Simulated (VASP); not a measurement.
# BN in VASP: a series of runs

Runs on BN. Level: PBE. Tasks: single point.

All numbers are computed with VASP 6.6.1; they aren't measurements. Logs are shortened: lines on timing, memory, paths and dates and some standing lists are left out, and cuts for length are marked.

### Step 1. The cell of the first run

Symmetry: Imm2, No. 44, orthorhombic system. The conventional cell has a = 2.179 Å, b = 2.948 Å, c = 3.625 Å, α = 90.00°, β = 90.00°, γ = 90.00°. Within 1.9 Å of B (site symmetry mm2) lie 4 N at 1.42 to 1.73 Å. Within 1.9 Å of N (site symmetry mm2) lie 4 B at 1.42 to 1.73 Å.

### Step 2. Single point, PBE (engineering shear strain xz -0.3000, normal strain along z +0.0000)

Contents of INCAR:

```
  PREC = Accurate
  ENCUT = 520
  EDIFF = 1E-6
  ISMEAR = 0
  SIGMA = 0.05
  LREAL = F
  LASPH = T
  NELM = 80
  ALGO = Normal
  ISIF = 2
  LWAVE = F
  LCHARG = F
  GGA = PE
  NBANDS = 11
```

Contents of KPOINTS:

```
regular mesh
0
Gamma
  12 12 12
```

Contents of POSCAR:

```
BN
1.0
   -0.2718590671      1.8123937807      1.8123937807
    1.8123937807     -0.2718590671      1.8123937807
    1.5405347136      1.5405347136      0.0000000000
B N
1 1
Direct
    0.0000000000      0.0000000000      0.0000000000
    0.7500000000      0.7500000000      0.7500000000
```

Potentials or basis: VASP PAW PBE potentials, release 64 (B, N).

Launch:

```
$ cat potpaw_PBE.64/B/POTCAR potpaw_PBE.64/N/POTCAR > POTCAR
$ mpirun -np 1 vasp_std > vasp.out
```

OUTCAR:

```text
PREC = Accurate
   ENCUT = 520
   EDIFF = 1E-6
   ISMEAR = 0
   LREAL = F
   LASPH = T
   NELM = 80
   ISIF = 2
   GGA = PE

 ion  position               nearest neighbor table
   1  0.000  0.000  0.000-   2 1.42   2 1.42   2 1.73   2 1.73
   2  0.750  0.750  0.750-   1 1.42   1 1.42   1 1.73   1 1.73

  LATTYP: Found a body centered orthorhombic cell.
 ALAT       =     2.1786450853
 B/A-ratio  =     1.3529411765
 C/A-ratio  =     1.6637806616

  Lattice vectors:

 A1 = (   0.2718590671,  -1.8123937807,  -1.8123937807)
 A2 = (  -0.2718590671,   1.8123937807,  -1.8123937807)
 A3 = (   1.8123937807,  -0.2718590671,   1.8123937807)

Analysis of symmetry for initial positions (statically):
=====================================================================
 Subroutine PRICEL returns:
 Original cell was already a primitive cell.

 Routine SETGRP: Setting up the symmetry group for a
 body centered orthorhombic supercell.

 Subroutine GETGRP returns: Found  4 space group operations
 (whereof  4 operations were pure point group operations)
 out of a pool of  8 trial point group operations.

The static configuration has the point symmetry C_2v.

Analysis of symmetry for dynamics (positions and initial velocities):
=====================================================================
 Subroutine PRICEL returns:
 Original cell was already a primitive cell.

 Routine SETGRP: Setting up the symmetry group for a
 body centered orthorhombic supercell.

 Subroutine GETGRP returns: Found  4 space group operations
 (whereof  4 operations were pure point group operations)
 out of a pool of  8 trial point group operations.

The dynamic configuration has the point symmetry C_2v.

 Subroutine INISYM returns: Found  4 space group operations
 (whereof  4 operations are pure point group operations),
 and found     1 'primitive' translations

----------------------------------------------------------------------------------------

                                     Primitive cell

  volume of cell :      11.6387

  direct lattice vectors                    reciprocal lattice vectors
    -0.271859067  1.812393781  1.812393781    -0.239894119  0.239894119  0.275878236
     1.812393781 -0.271859067  1.812393781     0.239894119 -0.239894119  0.275878236
     1.540534714  1.540534714  0.000000000     0.324562631  0.324562631 -0.275878236

  length of vectors
     2.577489047  2.577489047  2.178645085     0.437272430  0.437272430  0.535528341

  position of ions in fractional coordinates (direct lattice)
[... 82 lines left out ...]
   NSW    =      0    number of steps for IOM
   IBRION =     -1    ionic relax: 0-MD 1-quasi-New 2-CG
   NFREE  =      0    steps in history (QN), initial steepest desc. (CG)
   ISIF   =      2    stress and relaxation
   ISYM   =      2    0-nonsym 1-usesym 2-fastsym
   POTIM  = 0.5000    time-step for ionic-motion
   TEBEG  =    0.0;   TEEND  =   0.0 temperature during run
   PSTRESS=    0.0 pullay stress
   NELECT =       8.0000    total number of electrons
   NUPDOWN=      -1.0000    fix difference up-down
   EMIN   =  10.00;   EMAX   =-10.00  energy-range for DOS
   EFERMI =   0.00;   METHOD = LEGACY
   ISMEAR =     0;   SIGMA  =   0.05  broadening in eV -4-tet -1-fermi 0-gaus
   EFERMI_NEDOS =   21; number of points for ismear=-14 and -15
   IALGO  =     38    algorithm
   IMIX   =      4    mixing-type and parameters
     AMIX     =   0.40;   BMIX     =  1.00
     AMIX_MAG =   1.60;   BMIX_MAG =  1.00
  volume/ion in A,a.u.               =       5.82        39.27
  Fermi-wavevector in a.u.,A,eV,Ry     =   1.444785  2.730249 28.400867  2.087405
  Thomas-Fermi vector in A             =   2.563041
   LORBIT       =      0    0 simple, 1 ext, 2 COOP (PROOUT), +10 PAW based schemes
   GGA     = PE    functional components
   LHFCALC =     F    Hartree Fock is set to
   AEXX    =    0.0000 exact exchange contribution
   IVDW    =     0    specifies the selected vdW correction
   LEPSILON=     F    determine dielectric tensor
   LRPA    =     F    only Hartree local field effects (RPA)
 non-spin polarized calculation
 Gauss-broadening in eV      SIGMA  =   0.05
  energy-cutoff  :      520.00
  volume of cell :       11.64
 maximum number of plane-waves:       324
   NGX =  9   NGY =  9   NGZ =  9

 number of electron       8.0000002 magnetization

 Free energy of the ion-electron system (eV)
  ---------------------------------------------------
  ext. energy  EPLUGINS =         0.00000000
  ---------------------------------------------------
  free energy    TOTEN  =       -15.83718464 eV

  energy without entropy =      -15.83718464  energy(sigma->0) =      -15.83718464

 E-fermi :   9.0257     XC(G=0): -12.8638

 val. band max:        8.8094650712   @ k =   0.0000   0.0000   0.0000
 cond. band min:       9.3250136804   @ k =   0.5000   0.5000   0.0000
 fundamental gap:      0.5155486092
 Fermi energy:         9.0256895268

 k-point     1 :       0.0000    0.0000    0.0000
  band No.  band energies     occupation
      1     -13.0577      2.00000
      2       6.5644      2.00000
      3       6.9410      2.00000
      4       8.8095      2.00000
      5      11.5437      0.00000
      6      12.9672      0.00000
      7      21.3001      0.00000
      8      24.1617      0.00000
      9      32.3770      0.00000
     10      35.3900      0.00000
     11      35.4062      0.00000
[... 309 lines left out ...]
 k-point    24 :      -0.4167    0.1667    0.0000
  band No.  band energies     occupation
      1      -9.7668      2.00000
      2      -2.8283      2.00000
      3       3.5102      2.00000
      4       7.2491      2.00000
      5      15.9551      0.00000
      6      20.6209      0.00000
      7      23.5394      0.00000
      8      24.2494      0.00000
      9      27.1305      0.00000
     10      34.3066      0.00000
     11      38.5306      0.00000

 [... further k-points ...]
[... 5 lines left out ...]
  --------------------------------------------------------------------------------------
  -------------------------------------------------------------------------------------
  Total        4.2382404      4.2382404      1.0036646     10.6989312      0.0000000      0.0000000
  in kB      583.4339713    583.4339713    138.1639530   1472.8093248      0.0000000      0.0000000
  external PRESSURE =     435.0106319 kB  Pullay stress =       0.0000000 kB

 VOLUME and BASIS-vectors are now :
 -----------------------------------------------------------------------------
  energy-cutoff  :      520.00
  volume of cell :       11.64
      direct lattice vectors                 reciprocal lattice vectors
    -0.271859067  1.812393781  1.812393781    -0.239894119  0.239894119  0.275878236
     1.812393781 -0.271859067  1.812393781     0.239894119 -0.239894119  0.275878236
     1.540534714  1.540534714  0.000000000     0.324562631  0.324562631 -0.275878236

 POSITION                                       TOTAL-FORCE (eV/Angst)
 -----------------------------------------------------------------------------------
      0.00000      0.00000      0.00000        -0.000000     -0.000000      0.956274
      2.31080      2.31080      2.71859         0.000000      0.000000     -0.956274
 -----------------------------------------------------------------------------------
    total drift:                                0.000001      0.000001     -0.000374

  FREE ENERGIE OF THE ION-ELECTRON SYSTEM (eV)
  ---------------------------------------------------
  free  energy   TOTEN  =       -15.8371846443 eV

  energy  without entropy=      -15.8371846443  energy(sigma->0) =      -15.83718464
```

OSZICAR:

```text
N       E                     dE             d eps       ncg     rms          rms(c)
DAV:   1     0.123011770292E+02    0.12301E+02   -0.50618E+03  6315   0.727E+02
DAV:   2    -0.167107705548E+02   -0.29012E+02   -0.27979E+02  7350   0.168E+02
DAV:   3    -0.172638820727E+02   -0.55311E+00   -0.55225E+00  7266   0.198E+01
DAV:   4    -0.172645241238E+02   -0.64205E-03   -0.64204E-03  6667   0.762E-01
DAV:   5    -0.172645247303E+02   -0.60645E-06   -0.60645E-06  7210   0.230E-02    0.773E+00
DAV:   6    -0.159852325019E+02    0.12793E+01   -0.42128E+00  6766   0.116E+01    0.365E+00
DAV:   7    -0.158603814925E+02    0.12485E+00   -0.19445E-01  6837   0.368E+00    0.212E+00
DAV:   8    -0.158367586631E+02    0.23623E-01   -0.65893E-02  6967   0.199E+00    0.338E-01
DAV:   9    -0.158370898440E+02   -0.33118E-03   -0.33206E-03  6583   0.521E-01    0.121E-01
DAV:  10    -0.158371739424E+02   -0.84098E-04   -0.26374E-04  7086   0.129E-01    0.259E-02
DAV:  11    -0.158371839022E+02   -0.99598E-05   -0.17027E-05  6892   0.365E-02    0.116E-02
DAV:  12    -0.158371846443E+02   -0.74205E-06   -0.20075E-06  6849   0.111E-02
   1 F= -.15837185E+02 E0= -.15837185E+02  d E =-.123316E-12
```

It took 11 s on 1 thread of Intel Xeon 6975P-C (Granite Rapids), shared host; peak memory 0.14 GiB.

Results:

| Property | Result |
| --- | --- |
| Free energy | -15.8372 eV |
| Pressure | 43.5 GPa |
| Largest force | 0.956 eV/Å |
| Band gap on the k mesh | 0.52 eV, indirect (least direct gap 2.73 eV) |

Forces on the atoms (eV/Å):
```
B    0.000  0.000  0.956
N    0.000  0.000 -0.956
```

Levels at points of the mesh, in eV from the valence-band top:
| k point | band 2 | band 3 | band 4 | band 5 | band 6 | band 7 |
| --- | --- | --- | --- | --- | --- | --- |
| (0.00, 0.00, 0.00) | -2.25 | -1.87 | 0.00 | 2.73 | 4.16 | 12.49 |
| (0.50, 0.00, 0.00) | -12.40 | -2.47 | -1.25 | 5.65 | 12.14 | 13.79 |
| (0.50, 0.50, 0.00) | -10.28 | -8.61 | -2.75 | 0.52 | 13.28 | 16.59 |
| (0.00, 0.00, 0.50) | -11.60 | -4.64 | -3.39 | 6.13 | 7.03 | 10.71 |
| (0.50, 0.00, 0.50) | -10.51 | -5.88 | -5.50 | 3.39 | 8.31 | 13.33 |

Caveat: the cell differs from its parent crystal (engineering shear strain xz -0.3000, normal strain along z +0.0000). A k mesh can miss the band edges.

### Step 3. Single point, PBE (engineering shear strain xz -0.1500, normal strain along z +0.0000)

Contents of INCAR:

```
SYSTEM = BN
PREC = Accurate
ENCUT = 520
EDIFF = 1E-6
ISMEAR = 0
SIGMA = 0.05
LREAL = .FALSE.
LASPH = .TRUE.
NELM = 60
ALGO = Normal
ISIF = 2
LWAVE = .FALSE.
LCHARG = .TRUE.
GGA = PE
LELF = .TRUE.
LVHAR = .TRUE.
NBANDS = 11
```

Contents of KPOINTS:

```
regular mesh
0
G
  12 12 12
  0 0 0
```

Contents of POSCAR:

```
BN
1.0
   -0.1359295336      1.8123937807      1.8123937807
    1.8123937807     -0.1359295336      1.8123937807
    1.6764642471      1.6764642471      0.0000000000
B N
1 1
Direct
    0.0000000000      0.0000000000      0.0000000000
    0.7500000000      0.7500000000      0.7500000000
```

Potentials or basis: VASP PAW PBE potentials, release 64 (B, N).

Launch:

```
$ cat potpaw_PBE.64/B/POTCAR potpaw_PBE.64/N/POTCAR > POTCAR
$ mpirun -np 1 vasp_std > vasp.out
```

Run time: 12 s. Hardware: 1 thread of Intel Xeon 6975P-C (Granite Rapids), shared host; peak memory 0.14 GiB.

The run converged. Its results:

```yaml
Free_energy: -17.0708 eV
Pressure: 10.6 GPa
Largest_force: 0.285 eV/Å
Band_gap_on_the_k_mesh: 3.03 eV, indirect (least direct gap 6.13 eV)
```

Forces on the atoms (eV/Å):
```
B    0.000  0.000  0.285
N    0.000  0.000 -0.285
```

Stress tensor (GPa, compression positive):
```
14.24 68.51  0.00
68.51 14.24  0.00
 0.00  0.00  3.32
```

Levels at points of the mesh, in eV from the valence-band top:
```
           k point  band 2  band 3  band 4  band 5  band 6  band 7
(0.00, 0.00, 0.00)   -0.66   -0.66    0.00    6.13    6.55   10.59
(0.50, 0.00, 0.00)  -11.24   -1.80   -1.64    8.53   12.09   12.15
(0.50, 0.50, 0.00)   -9.30   -6.56   -3.77    3.03   10.45   17.34
(0.00, 0.00, 0.50)  -10.86   -3.06   -2.62    8.01    8.85   11.13
(0.50, 0.00, 0.50)   -9.37   -5.22   -5.12    4.08    8.87   15.95
```

Caveat: the cell differs from its parent crystal (engineering shear strain xz -0.1500, normal strain along z +0.0000).

### Step 4. Single point, PBE (engineering shear strain xz -0.3000, normal strain along z -0.0175)

Contents of INCAR:

```
SYSTEM = BN
PREC = Accurate ; ENCUT = 520
EDIFF = 1E-7 ; ISMEAR = 0
SIGMA = 0.05 ; LREAL = .FALSE.
LASPH = .TRUE. ; NELM = 80
ALGO = Normal ; ISIF = 2
LWAVE = .FALSE. ; LCHARG = .TRUE.
GGA = PE ; LELF = .TRUE.
LVHAR = .TRUE. ; NBANDS = 11
```

KPOINTS is that of step 3.

Contents of POSCAR:

```
BN
1.0
   -0.2718590671      1.7806768895      1.8123937807
    1.8123937807     -0.2718590671      1.8123937807
    1.5405347136      1.5088178224      0.0000000000
B N
1 1
Direct
    0.0000000000      0.0000000000      0.0000000000
    0.7500000000      0.7500000000      0.7500000000
```

Launch:

```
$ cat potpaw_PBE.64/B/POTCAR potpaw_PBE.64/N/POTCAR > POTCAR
$ mpirun -np 1 vasp_std > vasp.out
```

Wall time 20 s (1 thread of Intel Xeon 6975P-C (Granite Rapids), shared host); peak memory 0.16 GiB.

Results (log left out):

```yaml
Free_energy: -15.7211 eV
Pressure: 52.9 GPa
Largest_force: 1.225 eV/Å
Band_gap_on_the_k_mesh: 0.39 eV, indirect (least direct gap 2.64 eV)
```

Forces in eV/Å, atoms in the order of the input:
```
B    0.000  0.000  1.225
N    0.000  0.000 -1.225
```

Stress tensor (GPa, compression positive):
```
 65.96 157.01   0.00
157.01  73.83   0.00
  0.00   0.00  18.78
```

Levels at points of the mesh, in eV from the valence-band top:
```csv
k point,band 2,band 3,band 4,band 5,band 6,band 7
"(0.00, 0.00, 0.00)",-2.49,-2.08,0.00,2.64,3.97,12.57
"(0.50, 0.00, 0.00)",-12.74,-2.75,-1.25,5.48,12.19,13.90
"(0.50, 0.50, 0.00)",-10.64,-8.86,-2.76,0.39,13.55,16.67
"(0.00, 0.00, 0.50)",-11.88,-4.90,-3.51,6.14,7.08,10.52
"(0.50, 0.00, 0.50)",-10.66,-6.25,-5.83,3.06,8.03,13.44
"(0.00, 0.50, 0.50)",-10.86,-6.01,-5.63,3.39,8.44,13.38
```

Caveat: the cell differs from its parent crystal (engineering shear strain xz -0.3000, normal strain along z -0.0175); forces of over 1 eV/Å act on the atoms, so gaps and moduli don't describe the material at rest. A k mesh can miss the band edges.

### Step 5. Overview

```csv
cell,gap on the mesh (eV),pressure (GPa),largest force (eV/Å)
"a = 2.577, b = 2.577, c = 2.179 Å, angles 65.0, 65.0, 69.8°, 2 atoms",0.52,43.5,0.96
"a = 2.567, b = 2.567, c = 2.371 Å, angles 62.5, 62.5, 64.9°, 2 atoms",3.03,10.6,0.29
"a = 2.555, b = 2.577, c = 2.156 Å, angles 64.6, 65.7, 69.5°, 2 atoms",0.39,52.9,1.23
```

Alike in all rows: task single point; level PBE; potentials or basis VASP PAW PBE potentials, release 64 (B, N); no spin polarisation; k mesh 12 × 12 × 12; cutoff (eV) 520; smearing gaussian 0.05 eV.

Caveats: forces of over 1 eV/Å act on the atoms, so gaps and moduli don't describe the material at rest (some runs).

Total energies depend on the potentials used, so only differences within one code and one set of settings carry meaning.
